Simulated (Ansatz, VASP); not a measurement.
# One calculation of CuB3, two programs

```
CELL_PARAMETERS angstrom
3.12584 0.00000 0.00000
0.00000 3.12584 0.00000
0.00000 0.00000 3.12584
ATOMIC_POSITIONS crystal
Cu 0.00000 0.00000 0.00000
B 0.00000 0.50000 0.50000
B 0.50000 0.00000 0.50000
B 0.50000 0.50000 0.00000
```

Alike in both runs: task relaxation of cell and atoms; functional PBE; k mesh 14 × 14 × 14; occupations gaussian, width 0.1 eV; no spin polarisation.

|  | VASP | Ansatz |
| --- | --- | --- |
| version | VASP 6.6.1 | Ansatz 0.2.0 |
| potentials or method | VASP PAW PBE potentials, release 64 (Cu, B), cutoff 600 eV | scalar-relativistic, plane waves, PAW |
| valence electrons in the cell | 20 | 28 |

```csv
,VASP,Ansatz,Ansatz less VASP
"gap on the k mesh at the Fermi level, each at its own relaxed structure (eV)",none,none,-
relaxed volume (Å³/atom),7.66,7.66,-0.006
relaxed length of the cell vector where the two differ most in proportion (Å),3.129,3.129,-0.0009
```

A gap of «none» marks a metal or a gap that the smearing closes. VASP's potentials hold 20 valence electrons a cell and Ansatz's 28, so a difference there can come from the potentials and not from the codes.
